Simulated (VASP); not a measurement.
**LaTl: single point with LDA**

The system is LaTl.

```xyz
2
Lattice="2.9269 0.0000 0.0000 0.0000 2.9269 0.0000 0.0000 0.0000 2.9269" Properties=species:S:1:pos:R:3 pbc="T T T"
La    0.0000    0.0000    0.0000
Tl    1.4634    1.4634    1.4634
```

This cell differs from its parent crystal: volume scaled by 0.4.

```yaml
Program: VASP 6.6.1
Task: single point
Functional: LDA
Potentials_or_basis: VASP PAW LDA potentials, release 64 (La, Tl_d)
Cutoff: 520 eV
k_mesh: 9 × 9 × 9
Occupations: fermi-dirac, width 0.05 eV
Spin: no spin polarisation
```

```json
{
  "Pressure": "300.4 GPa",
  "Band gap on the k mesh": "zero (band 12 reaches 23.61 eV, above the bottom of band 13 at 19.06 eV)"
}
```

Levels at points of the mesh, in eV from the Fermi level:
| k point | band 8 | band 9 | band 10 | band 11 | band 12 | band 13 | band 14 | band 15 | band 16 | band 17 |
| --- | --- | --- | --- | --- | --- | --- | --- | --- | --- | --- |
| (0.00, 0.00, 0.00) | -14.56 | -14.56 | -9.76 | -1.32 | -1.32 | 2.24 | 2.24 | 2.24 | 3.29 | 3.29 |

Wall time 30 s on 1 thread of AMD EPYC 7R13, on a shared host, peak memory 0.12 GiB.

Caveat: spin-orbit coupling is left out, which moves the levels of the heavy elements.
